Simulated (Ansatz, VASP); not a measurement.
## Bi in VASP and in Ansatz

File INCAR:

```
SYSTEM = Bi
  PREC = Accurate
  ENCUT = 520
  EDIFF = 1E-8
  ISMEAR = -1
  SIGMA = 0.03
  LREAL = .FALSE.
  LASPH = .TRUE.
  NELM = 60
  ALGO = Normal
  ISIF = 2
  LWAVE = .FALSE.
  LCHARG = .FALSE.
  GGA = PS
  LEFG = .TRUE.
  NBANDS = 22
```

File KPOINTS:

```
Automatic mesh
0
G
  9 9 3
  0 0 0
```

File POSCAR:

```
Bi
1.0
    4.5390002997      0.0000000000      0.0000000000
   -2.2695001499      3.9308895674      0.0000000000
    0.0000000000      0.0000000000     12.1838700000
Bi
2
Direct
    0.3333333333      0.6666666667      0.2500000000
    0.6666666667      0.3333333333      0.7500000000
```

Input for Ansatz:

```yaml
crystal:
  lattice:
    - [4.5390002997, 0.0, 0.0]
    - [-2.2695001499, 3.9308895674, 0.0]
    - [0.0, 0.0, 12.18387]
  atoms:
    - { symbol: Bi, position: [0.3333333333, 0.6666666667, 0.25] }
    - { symbol: Bi, position: [0.6666666667, 0.3333333333, 0.75] }
kpoints:
  mp_grid: { grid: [9, 9, 3] }
scf:
  occupations: { method: fermi_dirac, width: 0.03 }
hamiltonian:
  xc: pbesol
  pseudopotentials: { kind: all_electron, datasets: crystal }
output:
  forces: true
  stress: true
  eigenvalues: true
  efg: { contact_densities: true }
```

Change from the starting cell: zz strain of +3 %, crystal datasets.

Alike in both runs: task electric field gradients; functional PBEsol; k mesh 9 × 9 × 3; occupations fermi-dirac, width 0.03 eV; no spin polarisation.

```csv
,VASP,Ansatz
version,VASP 6.6.1,Ansatz 0.2.0
potentials or method,"VASP PAW PBE potentials, release 64 (Bi_d), cutoff 520 eV","all-electron PAW with datasets made for the crystal, scalar-relativistic"
```

```csv
,VASP,Ansatz,Ansatz less VASP
pressure (GPa),-3.4,-3.4,+0.02
"traceless stress, the component that is largest in VASP (GPa)",3.15,3.15,+0.001
size of Vzz on the site where it differs most (V/Å²),127.8,118.4,-9.44
```

VASP's potentials were made for PBE, not for PBEsol. Ansatz ran all-electron here, and VASP with PAW potentials.

Neither program's run includes spin-orbit coupling.
